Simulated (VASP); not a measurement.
# ZnSe in VASP: notebook

The runs below take ZnSe through single point, relaxation of the atoms, with PBE.

All numbers are computed with VASP 6.6.1; they aren't measurements. Logs are shortened: lines on timing, memory, paths and dates and some standing lists are left out, and cuts for length are marked.

## 1. The cell of the first run

The structure is tetragonal, space group I-4m2 (No. 119). The conventional cell has a = 4.008 Å, b = 4.008 Å, c = 5.838 Å, α = 90.00°, β = 90.00°, γ = 90.00°. Zn (site symmetry -4m2) has 4 Se at 2.48 Å within 3.3 Å. Se (site symmetry -4m2) has 4 Zn at 2.48 Å within 3.3 Å.

## 2. Single point, PBE (z stretched by +3 %, then relaxed in part)

File INCAR:

```
PREC     = Accurate       # precision mode
ENCUT    = 520            # plane-wave cutoff, eV
EDIFF    = 1E-6           # SCF threshold, eV
ISMEAR   = -1             # smearing method
SIGMA    = 0.02           # smearing width, eV
LREAL    = F              # projectors in reciprocal space
LASPH    = T              # aspherical terms in the spheres
NELM     = 100            # most SCF steps
ALGO     = Normal         # electronic algorithm
ISIF     = 2              # what is computed and relaxed
LWAVE    = F              # write WAVECAR
LCHARG   = T              # write CHGCAR
GGA      = PE             # functional
LELF     = T              # ELF
LVHAR    = T            
NBANDS   = 16             # bands
```

File KPOINTS:

```
Automatic mesh
0
Gamma
  13 13 13
```

File POSCAR:

```
ZnSe
1.0
    0.0000000000      2.8338000000      2.9188140000
    2.8338000000      0.0000000000      2.9188140000
    2.8338000000      2.8338000000      0.0000000000
Zn Se
1 1
Direct
    0.0000000000      0.0000000000      0.0000000000
    0.2500000000      0.2500000000      0.2500000000
```

Potentials or basis: VASP PAW PBE potentials, release 64 (Zn, Se).

Command:

```sh
cat potpaw_PBE.64/Zn/POTCAR potpaw_PBE.64/Se/POTCAR > POTCAR
mpirun -np 1 vasp_std > vasp.out
```

OUTCAR:

```text
PREC = Accurate
   ENCUT = 520
   EDIFF = 1E-6
   ISMEAR = -1
   LREAL = F
   LASPH = T
   NELM = 100
   ISIF = 2
   GGA = PE

 ion  position               nearest neighbor table
   1  0.000  0.000  0.000-   2 2.48   2 2.48   2 2.48   2 2.48
   2  0.250  0.250  0.250-   1 2.48   1 2.48   1 2.48   1 2.48

  LATTYP: Found a body centered tetragonal cell.
 ALAT       =     4.0075983931
 C/A-ratio  =     1.4566399692

  Lattice vectors:

 A1 = (  -2.8338000000,   0.0000000000,   2.9188140000)
 A2 = (   2.8338000000,   0.0000000000,   2.9188140000)
 A3 = (   0.0000000000,   2.8338000000,  -2.9188140000)

Analysis of symmetry for initial positions (statically):
=====================================================================
 Subroutine PRICEL returns:
 Original cell was already a primitive cell.

 Routine SETGRP: Setting up the symmetry group for a
 body centered tetragonal supercell.

 Subroutine GETGRP returns: Found  8 space group operations
 (whereof  8 operations were pure point group operations)
 out of a pool of 16 trial point group operations.

The static configuration has the point symmetry D_2d.

Analysis of symmetry for dynamics (positions and initial velocities):
=====================================================================
 Subroutine PRICEL returns:
 Original cell was already a primitive cell.

 Routine SETGRP: Setting up the symmetry group for a
 body centered tetragonal supercell.

 Subroutine GETGRP returns: Found  8 space group operations
 (whereof  8 operations were pure point group operations)
 out of a pool of 16 trial point group operations.

The dynamic configuration has the point symmetry D_2d.

 Subroutine INISYM returns: Found  8 space group operations
 (whereof  8 operations are pure point group operations),
 and found     1 'primitive' translations

----------------------------------------------------------------------------------------

                                     Primitive cell

  volume of cell :      46.8786

  direct lattice vectors                    reciprocal lattice vectors
     0.000000000  2.833800000  2.918814000    -0.176441527  0.176441527  0.171302454
     2.833800000  0.000000000  2.918814000     0.176441527 -0.176441527  0.171302454
     2.833800000  2.833800000  0.000000000     0.176441527  0.176441527 -0.171302454

  length of vectors
     4.068156537  4.068156537  4.007598393     0.302667732  0.302667732  0.302667732

  position of ions in fractional coordinates (direct lattice)
     0.000000000  0.000000000  0.000000000
     0.250000000  0.250000000  0.250000000

  ion indices of the primitive-cell ions
   primitive index   ion index
                 1           1
                 2           2

----------------------------------------------------------------------------------------

 KPOINTS: Automatic mesh

Automatic generation of k-mesh.
 Grid dimensions read from file:
 generate k-points for:   13   13   13

 Generating k-lattice:

  Cartesian coordinates                     Fractional coordinates (reciprocal lattice)
    -0.013572425  0.013572425  0.013177112     0.076923077  0.000000000  0.000000000
     0.013572425 -0.013572425  0.013177112     0.000000000  0.076923077  0.000000000
     0.013572425  0.013572425 -0.013177112     0.000000000  0.000000000  0.076923077

  Length of vectors
     0.023282133  0.023282133  0.023282133

  Shift w.r.t. Gamma in fractional coordinates (k-lattice)
     0.000000000  0.000000000  0.000000000

 Subroutine IBZKPT returns following result:
 ===========================================

 Found    196 irreducible k-points:

 Following reciprocal coordinates:
            Coordinates               Weight
  0.000000  0.000000  0.000000      1.000000
  0.076923 -0.000000  0.000000      8.000000
  0.153846  0.000000  0.000000      8.000000
  0.230769  0.000000  0.000000      8.000000
  0.307692  0.000000  0.000000      8.000000
  0.384615 -0.000000  0.000000      8.000000
[... 16 lines left out ...]
  0.384615  0.153846  0.000000      8.000000
  0.461538  0.153846  0.000000      8.000000
 [... further k-points ...]
   k-points           NKPTS =    196   k-points in BZ     NKDIM =    196   number of bands    NBANDS=     16
   number of dos      NEDOS =    301   number of ions     NIONS =      2
   total plane-waves  NPLWV =  27000
   dimension x,y,z NGX =    30 NGY =   30 NGZ =   30
   dimension x,y,z NGXF=    60 NGYF=   60 NGZF=   60
   ions per type =               1   1
   NGX,Y,Z   is equivalent  to a cutoff of  12.26, 12.26, 12.44 a.u.
   NGXF,Y,Z  is equivalent  to a cutoff of  24.52, 24.52, 24.89 a.u.
 SYSTEM =  unknown system
   PREC   = accura    normal or accurate (medium, high low for compatibility)
   ISTART =      0    job   : 0-new  1-cont  2-samecut
   ICHARG =      2    charge: 1-file 2-atom 10-const
   ISPIN  =      1    spin polarized calculation?
   LNONCOLLINEAR =      F non collinear calculations
   LSORBIT =      F    spin-orbit coupling
   LASPH  =      T    aspherical Exc in radial PAW
   ENCUT  =  520.0 eV  38.22 Ry    6.18 a.u.   7.56  7.56  7.45*2*pi/ulx,y,z
   NELM   =    100;   NELMIN=  2; NELMDL= -5     # of ELM steps
   EDIFF  = 0.1E-05   stopping-criterion for ELM
   LREAL  =      F    real-space projection
   EDIFFG = 0.1E-04   stopping-criterion for IOM
   NSW    =      0    number of steps for IOM
   IBRION =     -1    ionic relax: 0-MD 1-quasi-New 2-CG
   NFREE  =      0    steps in history (QN), initial steepest desc. (CG)
   ISIF   =      2    stress and relaxation
   ISYM   =      2    0-nonsym 1-usesym 2-fastsym
   POTIM  = 0.5000    time-step for ionic-motion
   TEBEG  =    0.0;   TEEND  =   0.0 temperature during run
   PSTRESS=    0.0 pullay stress
   NELECT =      18.0000    total number of electrons
   NUPDOWN=      -1.0000    fix difference up-down
   EMIN   =  10.00;   EMAX   =-10.00  energy-range for DOS
   EFERMI =   0.00;   METHOD = LEGACY
   ISMEAR =    -1;   SIGMA  =   0.02  broadening in eV -4-tet -1-fermi 0-gaus
   EFERMI_NEDOS =   21; number of points for ismear=-14 and -15
   IALGO  =     38    algorithm
   IMIX   =      4    mixing-type and parameters
     AMIX     =   0.40;   BMIX     =  1.00
     AMIX_MAG =   1.60;   BMIX_MAG =  1.00
  volume/ion in A,a.u.               =      23.44       158.18
  Fermi-wavevector in a.u.,A,eV,Ry     =   1.189892  2.248569 19.263700  1.415842
  Thomas-Fermi vector in A             =   2.325989
   LORBIT       =      0    0 simple, 1 ext, 2 COOP (PROOUT), +10 PAW based schemes
   GGA     = PE    functional components
   LHFCALC =     F    Hartree Fock is set to
   AEXX    =    0.0000 exact exchange contribution
   IVDW    =     0    specifies the selected vdW correction
   LEPSILON=     F    determine dielectric tensor
   LRPA    =     F    only Hartree local field effects (RPA)
 non-spin polarized calculation
  energy-cutoff  :      520.00
  volume of cell :       46.88
 maximum number of plane-waves:      1291
   NGX = 15   NGY = 15   NGZ = 15

 number of electron      18.0000021 magnetization

 Free energy of the ion-electron system (eV)
  ---------------------------------------------------
  ext. energy  EPLUGINS =         0.00000000
  ---------------------------------------------------
  free energy    TOTEN  =        -6.02972410 eV

  energy without entropy =       -6.02972410  energy(sigma->0) =       -6.02972410

 E-fermi :   1.8008     XC(G=0):  -9.1885

 val. band max:        1.3997805652   @ k =   0.0000   0.0000   0.0000
 cond. band min:       2.5316371601   @ k =   0.0000   0.0000   0.0000
 fundamental gap:      1.1318565950
 Fermi energy:         1.8007816727

 k-point     1 :       0.0000    0.0000    0.0000
  band No.  band energies     occupation
      1     -11.7091      2.00000
      2      -5.0870      2.00000
      3      -5.0737      2.00000
      4      -5.0737      2.00000
      5      -4.7376      2.00000
      6      -4.7337      2.00000
[... 8 lines left out ...]
     15      12.4819      0.00000
     16      13.0252      0.00000

 k-point     2 :       0.0769   -0.0000    0.0000
  band No.  band energies     occupation
      1     -11.6723      2.00000
      2      -5.0824      2.00000
      3      -5.0700      2.00000
      4      -5.0678      2.00000
      5      -4.7379      2.00000
      6      -4.7346      2.00000
[... 8 lines left out ...]
     15      12.1096      0.00000
     16      12.5738      0.00000

 k-point     3 :       0.1538    0.0000    0.0000
  band No.  band energies     occupation
      1     -11.5676      2.00000
      2      -5.0686      2.00000
      3      -5.0562      2.00000
      4      -5.0517      2.00000
      5      -4.7380      2.00000
      6      -4.7362      2.00000
[... 8 lines left out ...]
     15      12.0139      0.00000
     16      12.2796      0.00000

 k-point     4 :       0.2308    0.0000    0.0000
  band No.  band energies     occupation
      1     -11.4118      2.00000
      2      -5.0443      2.00000
      3      -5.0304      2.00000
      4      -5.0248      2.00000
      5      -4.7364      2.00000
      6      -4.7357      2.00000
[... 8 lines left out ...]
     15      11.8152      0.00000
     16      12.1852      0.00000
[... 324 lines left out ...]
 k-point    22 :       0.3077    0.1538    0.0000
  band No.  band energies     occupation
      1     -11.2594      2.00000
      2      -5.0530      2.00000
      3      -4.9852      2.00000
      4      -4.9710      2.00000
      5      -4.7528      2.00000
      6      -4.7187      2.00000
[... 8 lines left out ...]
     15      13.3196      0.00000
     16      13.6917      0.00000

 k-point    23 :       0.3846    0.1538    0.0000
  band No.  band energies     occupation
      1     -11.0978      2.00000
      2      -5.0207      2.00000
      3      -4.9675      2.00000
      4      -4.8960      2.00000
      5      -4.7335      2.00000
      6      -4.7164      2.00000
[... 8 lines left out ...]
     15      13.4539      0.00000
     16      13.8200      0.00000

 k-point    24 :       0.4615    0.1538    0.0000
  band No.  band energies     occupation
      1     -10.9676      2.00000
      2      -5.0042      2.00000
      3      -4.9585      2.00000
      4      -4.7920      2.00000
      5      -4.7172      2.00000
      6      -4.6717      2.00000
[... 8 lines left out ...]
     15      13.6359      0.00000
     16      14.4871      0.00000

 [... further k-points ...]

------------------------ aborting loop because EDIFF is reached ----------------------------------------

  FORCE on cell =-STRESS in cart. coord.  units (eV):
  Direction    XX          YY          ZZ          XY          YZ          ZX
  --------------------------------------------------------------------------------------
  -------------------------------------------------------------------------------------
  Total        0.2437429      0.2437429     -0.0685323      0.0000000      0.0000000     -0.0000000
  in kB        8.3304357      8.3304357     -2.3422371      0.0000000      0.0000000     -0.0000000
  external PRESSURE =       4.7728781 kB  Pullay stress =       0.0000000 kB

 VOLUME and BASIS-vectors are now :
 -----------------------------------------------------------------------------
  energy-cutoff  :      520.00
  volume of cell :       46.88
      direct lattice vectors                 reciprocal lattice vectors
     0.000000000  2.833800000  2.918814000    -0.176441527  0.176441527  0.171302454
     2.833800000  0.000000000  2.918814000     0.176441527 -0.176441527  0.171302454
     2.833800000  2.833800000  0.000000000     0.176441527  0.176441527 -0.171302454

 POSITION                                       TOTAL-FORCE (eV/Angst)
 -----------------------------------------------------------------------------------
      0.00000      0.00000      0.00000         0.000000      0.000000     -0.000000
      1.41690      1.41690      1.45941        -0.000000     -0.000000      0.000000
 -----------------------------------------------------------------------------------
    total drift:                               -0.000001     -0.000001     -0.000001

  FREE ENERGIE OF THE ION-ELECTRON SYSTEM (eV)
  ---------------------------------------------------
  free  energy   TOTEN  =        -6.0297241017 eV

  energy  without entropy=       -6.0297241017  energy(sigma->0) =       -6.02972410
```

It took 83 s on 1 thread of Intel Xeon Platinum 8488C (Sapphire Rapids), shared host; peak memory 0.29 GiB.

Results:

| Property | Result |
| --- | --- |
| Free energy | -6.0297 eV |
| Pressure | 0.5 GPa |
| Band gap on the k mesh | 1.13 eV |

Caveat: the cell differs from its parent crystal (z stretched by +3 %, then relaxed in part).

(Part 1 of 2 ends here.)
